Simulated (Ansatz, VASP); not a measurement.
## Rb in VASP and in Ansatz

File POSCAR:

```
Rb
1.0
    7.8687755352      0.0000000000      0.0000000000
   -3.9343877676      6.8145595101      0.0000000000
    0.0000000000      0.0000000000      4.6891973401
Rb
3
Direct
    1.0000000000      1.0000000000      1.0000000000
    0.3333333333      0.6666666667      0.5000000000
    0.6666666667      0.3333333333      0.5000000000
```

INCAR.step1

```
PREC     = Accurate       # precision mode
ENCUT    = 520            # plane-wave cutoff, eV
ISMEAR   = -1             # smearing method
SIGMA    = 0.1            # smearing width, eV
LREAL    = F              # projectors in reciprocal space
LASPH    = T              # aspherical terms in the spheres
NELM     = 60             # most SCF steps
NBANDS   = 20             # bands
GGA      = PE             # functional
ALGO     = Normal         # electronic algorithm
EDIFF    = 1E-4           # SCF threshold, eV
LWAVE    = T              # write WAVECAR
LCHARG   = F              # write CHGCAR
```

INCAR.step2

```
PREC     = Accurate       # precision mode
ENCUT    = 520            # plane-wave cutoff, eV
EDIFF    = 1E-6           # SCF threshold, eV
ISMEAR   = -1             # smearing method
SIGMA    = 0.1            # smearing width, eV
LREAL    = F              # projectors in reciprocal space
LASPH    = T              # aspherical terms in the spheres
NELM     = 60             # most SCF steps
ALGO     = Normal         # electronic algorithm
ISIF     = 2              # what is computed and relaxed
LWAVE    = F              # write WAVECAR
LCHARG   = F              # write CHGCAR
METAGGA  = R2SCAN         # meta-GGA
LMIXTAU  = T            
NBANDS   = 20             # bands
ISTART   = 1
```

File KPOINTS:

```
Automatic mesh
0
Gamma
  5 5 7
```

Input for Ansatz:

```yaml
crystal:
  lattice:
    - [7.8687755352, 0.0, 0.0]
    - [-3.9343877676, 6.8145595101, 0.0]
    - [0.0, 0.0, 4.6891973401]
  atoms:
    - { symbol: Rb, position: [1.0, 1.0, 1.0] }
    - { symbol: Rb, position: [0.3333333333, 0.6666666667, 0.5] }
    - { symbol: Rb, position: [0.6666666667, 0.3333333333, 0.5] }
hamiltonian:
  xc: r2scan
  pseudopotentials:
    kind: paw
    azcp:
      Rb: "pseudopotentials/Rb.paw.azcp"
basis:
  ecutwfc: 500
  fft_grid_basis: typed
kpoints:
  mp_grid: { grid: [5, 5, 7], shift: [0, 0, 0] }
magnetization:
  spin_polarized: false
scf:
  occupations: { method: fermi_dirac, width: 0.1 }
  lower_state_search: "off"
output:
  stress: true
```

Alike in both runs: task single point; functional r2SCAN; k mesh 5 × 5 × 7; occupations fermi-dirac, width 0.1 eV; no spin polarisation.

```csv
,VASP,Ansatz
version,VASP 6.6.1,Ansatz 0.2.0
potentials or method,"VASP PAW PBE potentials, release 64 (Rb_sv), cutoff 520 eV","plane waves (500 eV) with PAW, scalar-relativistic"
valence electrons in the cell,27,27
```

|  | VASP | Ansatz | Ansatz less VASP |
| --- | --- | --- | --- |
| pressure (GPa) | 0.4 | 0.4 | -0.01 |

VASP's potentials were made for PBE, not for r2SCAN.
